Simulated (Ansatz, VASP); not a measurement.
## Two plane-wave programs on AlN

The input INCAR:

```
SYSTEM = AlN
ALGO = Normal ; EDIFF = 1E-6
ENCUT = 520 ; GGA = PE
ISIF = 2 ; ISMEAR = 0
LASPH = .True. ; LCHARG = .False.
LREAL = .False. ; LWAVE = .False.
NBANDS = 26 ; NELM = 80
PREC = Accurate ; SIGMA = 0.05
```

The input KPOINTS:

```
k-points
0
Gamma
  8 6 4
  0 0 0
```

Contents of POSCAR:

```
AlN
1.0
   -1.6567491617      2.8695737234      0.0000000000
    0.0000000000      0.0000000000      4.1874629526
    4.9702474850      2.8695737234      0.0000000000
Al N
4 4
Direct
    0.3580840079      0.7500000000      0.2207647373
    0.0000000000      0.7500000000      0.6666666667
    0.0000000000      0.2500000000      0.3333333333
    0.5000000000      0.2500000000      0.8333333333
    0.5000000000      0.2500000000      0.1666666667
    0.0000000000      0.2500000000      0.6666666667
    0.0000000000      0.7500000000      0.3333333333
    0.5000000000      0.7500000000      0.8333333333
```

Input for Ansatz:

```yaml
crystal:
  lattice:
    - [-1.6567491617, 2.8695737234, 0.0]
    - [0.0, 0.0, 4.1874629526]
    - [4.970247485, 2.8695737234, 0.0]
  atoms:
    - { symbol: Al, position: [0.3580840079, 0.75, 0.2207647373] }
    - { symbol: Al, position: [0.0, 0.75, 0.6666666667] }
    - { symbol: Al, position: [0.0, 0.25, 0.3333333333] }
    - { symbol: Al, position: [0.5, 0.25, 0.8333333333] }
    - { symbol: "N", position: [0.5, 0.25, 0.1666666667] }
    - { symbol: "N", position: [0.0, 0.25, 0.6666666667] }
    - { symbol: "N", position: [0.0, 0.75, 0.3333333333] }
    - { symbol: "N", position: [0.5, 0.75, 0.8333333333] }
basis:
  ecutwfc: 420
kpoints:
  mp_grid: { grid: [8, 6, 4] }
hamiltonian:
  xc: pbe
  pseudopotentials: { kind: paw, azcp: { folder: soft_1 } }
scf:
  occupations: { method: gaussian, width: 0.05 }
output:
  forces: true
  stress: true
  eigenvalues: true
```

Alike in both runs: task single point; functional PBE; k mesh 8 × 6 × 4; occupations gaussian, width 0.05 eV; no spin polarisation.

```csv
,VASP,Ansatz
version,VASP 6.6.1,Ansatz 0.2.0
potentials or method,"VASP PAW PBE potentials, release 64 (Al, N), cutoff 520 eV","scalar-relativistic, plane waves, PAW"
valence electrons in the cell,32,32
```

Ansatz gave:

| Item | Value |
| --- | --- |
| gap on the k mesh at the Fermi level (eV) | 2.84 |
| least direct gap on the mesh (eV) | 2.84 |
| pressure (GPa) | 24.3 |
| traceless stress, the component that is largest in VASP (GPa) | -35.54 |
| rms of the force components (eV/Å) | 9.174 |

**Question.** What did VASP give for the same quantities?

**Answer.** gap on the k mesh at the Fermi level (eV): 2.84; least direct gap on the mesh (eV): 2.84; pressure (GPa): 23.9; traceless stress, the component that is largest in VASP (GPa): -35.22; rms of the force components (eV/Å): 9.095.

Atom by atom the forces differ by 0.080 eV/Å (rms over components).
